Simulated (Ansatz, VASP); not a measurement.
**Fe: VASP beside Ansatz**

```
Fe
1.0
    -1.37531    1.37531    1.37531
     1.37531   -1.37531    1.37531
     1.37531    1.37531   -1.37531
Fe
1
Direct
  0.00000 0.00000 0.00000
```

Alike in both runs: functional LDA; k mesh 22 × 22 × 22; occupations gaussian, width 0.1 eV; collinear spin.

Ansatz relaxed the structure, and its values are those at the end. VASP's run is a single point on that final structure, the one shown.

```csv
,VASP,Ansatz
version,VASP 6.6.1,Ansatz 0.2.0
potentials or method,"VASP PAW LDA potentials, release 64 (Fe_sv), cutoff 600 eV","scalar-relativistic, plane waves, PAW"
valence electrons in the cell,16,16
```

```csv
,VASP,Ansatz,Ansatz less VASP
gap on the k mesh at the Fermi level (eV),none,none,-
pressure (GPa),-4.6,0.0,+4.62
net moment per atom (μB),1.94,1.99,+0.051
size of the moment on the site where the two differ most (μB),1.91,1.99,+0.085
```

LDA's correlation is that of Perdew and Zunger in VASP and of Perdew and Wang (1992) in Ansatz. Site moments also hang on the region over which each program counts them. A gap of «none» marks a metal or a gap that the smearing closes. One of these differences is far larger than is usual between the two programs; its cause wasn't traced.
